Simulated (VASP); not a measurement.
A run of VASP 6.6.1 is set up as follows.

File INCAR:

```
SYSTEM = ScAs2
ALGO = Normal
EDIFF = 1E-6
ENCUT = 520
GGA = PE
ISIF = 2
ISMEAR = 0
LASPH = .True.
LCHARG = .False.
LREAL = .False.
LWAVE = .False.
NBANDS = 30
NELM = 60
PREC = Accurate
SIGMA = 0.1
```

KPOINTS

```
k-points
0
Gamma
  4 4 4
  0 0 0
```

The input POSCAR:

```
ScAs2
1.0
    5.8274830200      0.0000000000      0.0000000000
    0.0000000000      5.8274830200      0.0000000000
    0.0000000000      0.0000000000      3.7529287800
Sc As
2 4
Direct
    0.0000000000      0.0000000000      0.0000000000
    0.5000000000      0.5000000000      0.5000000000
    0.3049600100      0.3049600100      0.0000000000
    0.1950399900      0.8049600100      0.5000000000
    0.6950399900      0.6950399900      0.0000000000
    0.8049600100      0.1950399900      0.5000000000
```

Potentials or basis: VASP PAW PBE potentials, release 64 (Sc_sv, As).

Launch:

```console
$ cat potpaw_PBE.64/Sc_sv/POTCAR potpaw_PBE.64/As/POTCAR > POTCAR
$ mpirun -np 1 vasp_std > vasp.out
```

Question: Predict the pressure.

Answer: 18.1 GPa.

Question: Predict the band gap on the k mesh.

Answer: Zero (bands 21 and 22 overlap by 2.32 eV).

Stress tensor (GPa, compression positive):
```
16.51  0.00  0.00
 0.00 16.51  0.00
 0.00  0.00 21.40
```

Caveat: the k points lie up to 0.42 Å⁻¹ apart, too coarse for converged energies and pressures of a metal; forces of over 1 eV/Å act on the atoms, so gaps and moduli don't describe the material at rest.
